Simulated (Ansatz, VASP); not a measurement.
Two plane-wave programs on N

File POSCAR:

```
N
1.0
    3.5804205417      0.0000000000      0.0000000000
   -1.7902102708      3.0529838241      0.0000000000
    0.0000000000      0.0000000000      7.6415144716
N
4
Direct
    0.3333333333      0.6666666667      0.3215707846
    0.3333333333      0.6666666667      0.1784292154
    0.6666666666      0.3333333333      0.8215707846
    0.6666666666      0.3333333333      0.6784292154
```

Contents of INCAR.step1:

```
ALGO     = Normal         # electronic algorithm
EDIFF    = 1E-4           # SCF threshold, eV
ENCUT    = 520            # plane-wave cutoff, eV
GGA      = PE             # functional
ISMEAR   = 0              # smearing method
LASPH    = True           # aspherical terms in the spheres
LCHARG   = False          # write CHGCAR
LREAL    = False          # projectors in reciprocal space
LWAVE    = True           # write WAVECAR
NBANDS   = 18             # bands
NELM     = 80             # most SCF steps
PREC     = Accurate       # precision mode
SIGMA    = 0.01           # smearing width, eV
```

File INCAR.step2:

```
ALGO     = Normal         # electronic algorithm
EDIFF    = 1E-7           # SCF threshold, eV
ENCUT    = 520            # plane-wave cutoff, eV
ISIF     = 2              # what is computed and relaxed
ISMEAR   = 0              # smearing method
ISTART   = 1            
LASPH    = True           # aspherical terms in the spheres
LCHARG   = False          # write CHGCAR
LMIXTAU  = True         
LREAL    = False          # projectors in reciprocal space
LWAVE    = False          # write WAVECAR
METAGGA  = R2SCAN         # meta-GGA
NBANDS   = 18             # bands
NELM     = 80             # most SCF steps
PREC     = Accurate       # precision mode
SIGMA    = 0.01           # smearing width, eV
```

File KPOINTS:

```
k-points
0
Gamma
  12 12 4
```

Input for Ansatz:

```yaml
crystal:
  lattice:
    - [3.5804205417, 0.0, 0.0]
    - [-1.7902102708, 3.0529838241, 0.0]
    - [0.0, 0.0, 7.6415144716]
  atoms:
    - { symbol: "N", position: [0.3333333333, 0.6666666667, 0.3215707846] }
    - { symbol: "N", position: [0.3333333333, 0.6666666667, 0.1784292154] }
    - { symbol: "N", position: [0.6666666666, 0.3333333333, 0.8215707846] }
    - { symbol: "N", position: [0.6666666666, 0.3333333333, 0.6784292154] }
kpoints:
  mp_grid: { grid: [12, 12, 4] }
  band_path:
    path:
      - [0.0, 0.0, 0.0]
      - [0.5, 0.0, 0.0]
      - [0.3333333333, 0.3333333333, 0.0]
      - [0.0, 0.0, 0.5]
      - [0.5, 0.0, 0.5]
      - [0.3333333333, 0.3333333333, 0.5]
      - [-0.041667, 0.291667, 0.0]
    npoints: 1
hamiltonian:
  xc: r2scan
scf:
  occupations: { method: fixed }
  n_extra_bands: 5
output:
  forces: true
  stress: true
  eigenvalues: true
```

Change from the starting cell: uniaxial_y strain -1.5%.

Alike in both runs: task single point; functional r2SCAN; k mesh 12 × 12 × 4; no spin polarisation.

|  | VASP | Ansatz |
| --- | --- | --- |
| version | VASP 6.6.1 | Ansatz 0.2.0 |
| potentials or method | VASP PAW PBE potentials, release 64 (N) | plane waves, PAW |
| plane-wave cutoff (eV) | 520 | 500 |
| occupations | gaussian, width 0.01 eV | fixed |
| valence electrons in the cell | 20 | 20 |

VASP gave:

| Quantity | Value |
| --- | --- |
| gap on the k mesh at the Fermi level (eV) | 7.66 |
| pressure (GPa) | 3.2 |
| traceless stress, the component that is largest in VASP (GPa) | 6.18 |
| rms of the force components (eV/Å) | 1.295 |

Problem. Estimate Ansatz's values.

Solution. gap on the k mesh at the Fermi level (eV): 7.70; pressure (GPa): 0.4; traceless stress, the component that is largest in VASP (GPa): -0.21; rms of the force components (eV/Å): 0.034.

VASP's potentials were made for PBE, not for r2SCAN. Atom by atom the forces differ by 1.330 eV/Å (rms over components).

Noted on VASP's run: the standard files for N, O and F lose accuracy on very short bonds.
